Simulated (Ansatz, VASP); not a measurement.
## BiTe in VASP and in Ansatz

```
Bi Te
1.0
     3.46753    0.00000    0.00000
    -1.73376    3.00297    0.00000
     0.00000    0.00000    6.37067
Bi Te
1 1
Direct
  0.00000 0.00000 0.97985
  0.00000 0.00000 0.49447
```

Alike in both runs: task relaxation of cell and atoms; functional PBE; k mesh 18 × 18 × 10; occupations gaussian, width 0.1 eV; no spin polarisation.

|  | VASP | Ansatz |
| --- | --- | --- |
| version | VASP 6.6.1 | Ansatz 0.2.0 |
| potentials or method | VASP PAW PBE potentials, release 64 (Bi_d, Te), cutoff 600 eV | scalar-relativistic, plane waves, PAW |
| valence electrons in the cell | 21 | 31 |

|  | VASP | Ansatz | Ansatz less VASP |
| --- | --- | --- | --- |
| gap on the k mesh at the Fermi level, each at its own relaxed structure (eV) | none | none | - |
| relaxed volume (Å³/atom) | 32.48 | 32.52 | +0.037 |
| relaxed cell length with the largest relative difference (Å) | 6.424 | 6.426 | +0.0027 |

A gap of «none» marks a metal or a gap that the smearing closes. VASP's potentials hold 21 valence electrons a cell and Ansatz's 31, so a difference there can come from the potentials and not from the codes.

Spin-orbit coupling is off throughout.
